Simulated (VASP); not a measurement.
# C (P6_3/mmc) in VASP: further runs

Runs on C. Level: PBEsol+D3(BJ). Tasks: single point.

All numbers are computed with VASP 6.6.1; they aren't measurements. Logs are shortened: lines on timing, memory, paths and dates and some standing lists are left out, and cuts for length are marked.

**1. The cell of the first run**

It takes space group P6_3/mmc (No. 194, hexagonal). Conventional cell: a = 2.525 Å, b = 2.525 Å, c = 5.987 Å, α = 90.00°, β = 90.00°, γ = 120.00°. Within 1.9 Å of C (site symmetry -6m2) lie 3 C at 1.46 Å. Within 1.9 Å of C (site symmetry -6m2) lie 3 C at 1.46 Å.

**2. Single point, PBEsol+D3(BJ) (volume 8.263 Å^3 an atom, c/a of the conventional cell 2.3711)**

INCAR

```
SYSTEM = C
  ALGO = Normal
  EDIFF = 1E-6
  ENCUT = 520
  GGA = PS
  ISIF = 2
  ISMEAR = 0
  IVDW = 12
  LASPH = .TRUE.
  LCHARG = .FALSE.
  LREAL = .FALSE.
  LWAVE = .FALSE.
  NBANDS = 16
  NELM = 60
  PREC = Accurate
  SIGMA = 0.15
```

KPOINTS

```
k-points
0
G
  21 21 8
  0 0 0
```

POSCAR

```
C
1.0
    2.5248703399      0.0000000000      0.0000000000
   -1.2624351699      2.1866018556      0.0000000000
    0.0000000000      0.0000000000      5.9867200628
C
4
Direct
    0.0000000000      0.0000000000      0.0025000000
    0.0000000000      0.0000000000      0.5025000000
    0.3333333333      0.6666666667      0.0025000000
    0.6666666667      0.3333333333      0.5025000000
```

Potentials or basis: VASP PAW PBE potentials, release 64 (C).

Launch:

```bash
> cat potpaw_PBE.64/C/POTCAR > POTCAR
> mpirun -np 1 vasp_std > vasp.out
```

OUTCAR:

```text
SYSTEM = C
   EDIFF = 1E-6
   ENCUT = 520
   GGA = PS
   ISIF = 2
   ISMEAR = 0
   IVDW = 12
   LASPH = .TRUE.
   LREAL = .FALSE.
   NELM = 60
   PREC = Accurate
 IVDW          = 12

 ion  position               nearest neighbor table
   1  0.000  0.000  0.002-   3 1.46   3 1.46   3 1.46
   2  0.000  0.000  0.502-   4 1.46   4 1.46   4 1.46
   3  0.333  0.667  0.002-   1 1.46   1 1.46   1 1.46
   4  0.667  0.333  0.502-   2 1.46   2 1.46   2 1.46

  LATTYP: Found a hexagonal cell.
 ALAT       =     2.5248703399
 C/A-ratio  =     2.3710999999

  Lattice vectors:

 A1 = (   2.5248703399,   0.0000000000,   0.0000000000)
 A2 = (  -1.2624351699,   2.1866018556,   0.0000000000)
 A3 = (   0.0000000000,   0.0000000000,   5.9867200628)

Analysis of symmetry for initial positions (statically):
=====================================================================
 Subroutine PRICEL returns:
 Original cell was already a primitive cell.

 Routine SETGRP: Setting up the symmetry group for a
 hexagonal supercell.

 Subroutine GETGRP returns: Found 24 space group operations
 (whereof  6 operations were pure point group operations)
 out of a pool of 24 trial point group operations.

The static configuration has the point symmetry C_3v.
 The point group associated with its full space group is D_6h.

Analysis of symmetry for dynamics (positions and initial velocities):
=====================================================================
 Subroutine PRICEL returns:
 Original cell was already a primitive cell.

 Routine SETGRP: Setting up the symmetry group for a
 hexagonal supercell.

 Subroutine GETGRP returns: Found 24 space group operations
 (whereof  6 operations were pure point group operations)
 out of a pool of 24 trial point group operations.

The dynamic configuration has the point symmetry C_3v.
 The point group associated with its full space group is D_6h.

 Subroutine INISYM returns: Found 24 space group operations
 (whereof  6 operations are pure point group operations),
 and found     1 'primitive' translations

----------------------------------------------------------------------------------------

                                     Primitive cell

  volume of cell :      33.0520

  direct lattice vectors                    reciprocal lattice vectors
     2.524870340  0.000000000  0.000000000     0.396059942  0.228665314  0.000000000
    -1.262435170  2.186601856  0.000000000     0.000000000  0.457330628  0.000000000
     0.000000000  0.000000000  5.986720063     0.000000000  0.000000000  0.167036372

  length of vectors
     2.524870340  2.524870340  5.986720063     0.457330628  0.457330628  0.167036372

  position of ions in fractional coordinates (direct lattice)
     0.000000000  0.000000000  0.002500000
     0.000000000  0.000000000  0.502500000
     0.333333333  0.666666667  0.002500000
     0.666666667  0.333333333  0.502500000

  ion indices of the primitive-cell ions
   primitive index   ion index
                 1           1
                 2           2
                 3           3
                 4           4

----------------------------------------------------------------------------------------

 KPOINTS: k-points

Automatic generation of k-mesh.
 Grid dimensions read from file:
 generate k-points for:   21   21    8

 Generating k-lattice:

  Cartesian coordinates                     Fractional coordinates (reciprocal lattice)
     0.018859997  0.010888824  0.000000000     0.047619048 -0.000000000  0.000000000
     0.000000000  0.021777649  0.000000000     0.000000000  0.047619048  0.000000000
     0.000000000  0.000000000  0.020879547     0.000000000  0.000000000  0.125000000

  Length of vectors
     0.021777649  0.021777649  0.020879547

  Shift w.r.t. Gamma in fractional coordinates (k-lattice)
     0.000000000  0.000000000  0.000000000

 Subroutine IBZKPT returns following result:
 ===========================================

 Found    240 irreducible k-points:

 Following reciprocal coordinates:
            Coordinates               Weight
  0.000000  0.000000  0.000000      1.000000
  0.047619 -0.000000  0.000000      6.000000
  0.095238 -0.000000  0.000000      6.000000
  0.142857  0.000000  0.000000      6.000000
  0.190476 -0.000000  0.000000      6.000000
  0.238095 -0.000000  0.000000      6.000000
[... 16 lines left out ...]
  0.142857  0.095238  0.000000     12.000000
  0.190476  0.095238  0.000000     12.000000
 [... further k-points ...]
   k-points           NKPTS =    240   k-points in BZ     NKDIM =    240   number of bands    NBANDS=     16
   number of dos      NEDOS =    301   number of ions     NIONS =      4
   total plane-waves  NPLWV =  19200
   dimension x,y,z NGX =    20 NGY =   20 NGZ =   48
   dimension x,y,z NGXF=    40 NGYF=   40 NGZF=   96
   ions per type =               4
   NGX,Y,Z   is equivalent  to a cutoff of  13.17, 13.17, 13.33 a.u.
   NGXF,Y,Z  is equivalent  to a cutoff of  26.34, 26.34, 26.66 a.u.
 SYSTEM =  C
   PREC   = accura    normal or accurate (medium, high low for compatibility)
   ISTART =      0    job   : 0-new  1-cont  2-samecut
   ICHARG =      2    charge: 1-file 2-atom 10-const
   ISPIN  =      1    spin polarized calculation?
   LNONCOLLINEAR =      F non collinear calculations
   LSORBIT =      F    spin-orbit coupling
   LASPH  =      T    aspherical Exc in radial PAW
   ENCUT  =  520.0 eV  38.22 Ry    6.18 a.u.   4.69  4.69 11.13*2*pi/ulx,y,z
   NELM   =     60;   NELMIN=  2; NELMDL= -5     # of ELM steps
   EDIFF  = 0.1E-05   stopping-criterion for ELM
   LREAL  =      F    real-space projection
   EDIFFG = 0.1E-04   stopping-criterion for IOM
   NSW    =      0    number of steps for IOM
   IBRION =     -1    ionic relax: 0-MD 1-quasi-New 2-CG
   NFREE  =      0    steps in history (QN), initial steepest desc. (CG)
   ISIF   =      2    stress and relaxation
   ISYM   =      2    0-nonsym 1-usesym 2-fastsym
   POTIM  = 0.5000    time-step for ionic-motion
   TEBEG  =    0.0;   TEEND  =   0.0 temperature during run
   PSTRESS=    0.0 pullay stress
   NELECT =      16.0000    total number of electrons
   NUPDOWN=      -1.0000    fix difference up-down
   EMIN   =  10.00;   EMAX   =-10.00  energy-range for DOS
   EFERMI =   0.00;   METHOD = LEGACY
   ISMEAR =     0;   SIGMA  =   0.15  broadening in eV -4-tet -1-fermi 0-gaus
   EFERMI_NEDOS =   21; number of points for ismear=-14 and -15
   IALGO  =     38    algorithm
   IMIX   =      4    mixing-type and parameters
     AMIX     =   0.40;   BMIX     =  1.00
     AMIX_MAG =   1.60;   BMIX_MAG =  1.00
  volume/ion in A,a.u.               =       8.26        55.76
  Fermi-wavevector in a.u.,A,eV,Ry     =   1.285431  2.429113 22.481368  1.652334
  Thomas-Fermi vector in A             =   2.417566
   LORBIT       =      0    0 simple, 1 ext, 2 COOP (PROOUT), +10 PAW based schemes
   GGA     = PS    functional components
   LHFCALC =     F    Hartree Fock is set to
   AEXX    =    0.0000 exact exchange contribution
   IVDW    =    12    specifies the selected vdW correction
   LEPSILON=     F    determine dielectric tensor
   LRPA    =     F    only Hartree local field effects (RPA)
 non-spin polarized calculation
 Gauss-broadening in eV      SIGMA  =   0.15
  energy-cutoff  :      520.00
  volume of cell :       33.05
 maximum number of plane-waves:       904
 NGX is ok and might be reduce to    20
   NGX =  9   NGY =  9   NGZ = 23

 number of electron      15.9999999 magnetization

 Free energy of the ion-electron system (eV)
  ---------------------------------------------------
  ext. energy  EPLUGINS =         0.00000000
  ---------------------------------------------------
  free energy    TOTEN  =       -38.29400368 eV

  energy without entropy =      -38.29316781  energy(sigma->0) =      -38.29358575

 E-fermi :   5.1654     XC(G=0): -11.1704

 val. band max:        5.1627539597   @ k =   0.3333   0.3333   0.2500
 cond. band min:       5.1675483027   @ k =   0.3333   0.3333   0.5000
 fundamental gap:      0.0047943431
 Fermi energy:         5.1654084868

 k-point     1 :       0.0000    0.0000    0.0000
  band No.  band energies     occupation
      1     -14.0303      2.00000
      2     -13.3075      2.00000
      3      -3.5052      2.00000
      4       0.0061      2.00000
      5       2.2133      2.00000
      6       2.2133      2.00000
[... 8 lines left out ...]
     15      16.0442      0.00000
     16      16.1256      0.00000

 k-point     2 :       0.0476   -0.0000    0.0000
  band No.  band energies     occupation
      1     -13.9779      2.00000
      2     -13.2570      2.00000
      3      -3.4422      2.00000
      4       0.0621      2.00000
      5       1.9896      2.00000
      6       2.0702      2.00000
[... 8 lines left out ...]
     15      15.9639      0.00000
     16      16.1483      0.00000

 k-point     3 :       0.0952   -0.0000    0.0000
  band No.  band energies     occupation
      1     -13.8207      2.00000
      2     -13.1057      2.00000
      3      -3.2535      2.00000
      4       0.2293      2.00000
      5       1.3676      2.00000
      6       1.4867      2.00000
[... 8 lines left out ...]
     15      15.4980      0.00000
     16      16.4805      0.00000

 k-point     4 :       0.1429    0.0000    0.0000
  band No.  band energies     occupation
      1     -13.5594      2.00000
      2     -12.8542      2.00000
      3      -2.9403      2.00000
      4       0.4532      2.00000
      5       0.5052      2.00000
      6       0.6201      2.00000
[... 8 lines left out ...]
     15      14.9664      0.00000
     16      17.0344      0.00000
[... 324 lines left out ...]
 k-point    22 :       0.0952    0.0952    0.0000
  band No.  band energies     occupation
      1     -13.4031      2.00000
      2     -12.7037      2.00000
      3      -2.7531      2.00000
      4       0.1369      2.00000
      5       0.2469      2.00000
      6       0.6692      2.00000
[... 8 lines left out ...]
     15      14.8368      0.00000
     16      17.6659      0.00000

 k-point    23 :       0.1429    0.0952    0.0000
  band No.  band energies     occupation
      1     -13.0395      2.00000
      2     -12.3537      2.00000
      3      -2.3190      2.00000
      4      -0.7983      2.00000
      5      -0.6407      2.00000
      6       0.4003      2.00000
[... 8 lines left out ...]
     15      15.5311      0.00000
     16      18.6916      0.00000

 k-point    24 :       0.1905    0.0952    0.0000
  band No.  band energies     occupation
      1     -12.5747      2.00000
      2     -11.9065      2.00000
      3      -1.8890      2.00000
      4      -1.7666      2.00000
      5      -1.6616      2.00000
      6      -0.1664      2.00000
[... 8 lines left out ...]
     15      16.5775      0.00000
     16      19.4699      0.00000

 [... further k-points ...]

------------------------ aborting loop because EDIFF is reached ----------------------------------------

 Edisp (eV)   -0.48272

 E8    (eV) :    -0.2344

  FORCE on cell =-STRESS in cart. coord.  units (eV):
  Direction    XX          YY          ZZ          XY          YZ          ZX
  --------------------------------------------------------------------------------------
  -------------------------------------------------------------------------------------
  Total      -7.05319    -7.05319     1.20497    -0.00000    -0.00000    -0.00000
  in kB    -341.89943  -341.89943    58.41035    -0.00000    -0.00000    -0.00000
  external pressure =     -208.46 kB  Pullay stress =        0.00 kB

 VOLUME and BASIS-vectors are now :
 -----------------------------------------------------------------------------
  energy-cutoff  :      520.00
  volume of cell :       33.05
      direct lattice vectors                 reciprocal lattice vectors
     2.524870340  0.000000000  0.000000000     0.396059942  0.228665314  0.000000000
    -1.262435170  2.186601856  0.000000000     0.000000000  0.457330628  0.000000000
     0.000000000  0.000000000  5.986720063     0.000000000  0.000000000  0.167036372

 POSITION                                       TOTAL-FORCE (eV/Angst)
 -----------------------------------------------------------------------------------
      0.00000      0.00000      0.01497        -0.000000      0.000000      0.000000
      0.00000      0.00000      3.00833         0.000000     -0.000000     -0.000000
     -0.00000      1.45773      0.01497         0.000000     -0.000000     -0.000000
      1.26244      0.72887      3.00833        -0.000000      0.000000     -0.000000
 -----------------------------------------------------------------------------------
    total drift:                               -0.000000     -0.000000      0.000017

  FREE ENERGIE OF THE ION-ELECTRON SYSTEM (eV)
  ---------------------------------------------------
  free  energy   TOTEN  =       -38.7767237539 eV

  energy  without entropy=      -38.7758878891  energy(sigma->0) =      -38.77630582
```

Wall time 39 s (1 thread of Intel Xeon 6975P-C (Granite Rapids), shared host); peak memory 0.22 GiB.

Results:

| Property | Result |
| --- | --- |
| Free energy | -38.7767 eV |
| Pressure | -20.8 GPa |
| Band gap on the k mesh | zero (band 8 reaches 5.21 eV, above the bottom of band 9 at 5.10 eV) |
| Dispersion energy per atom | -0.121 eV |

Caveat: the PAW data sets were made with another functional, which shifts forces and pressure a little.

(Part 1 of 2 ends here.)
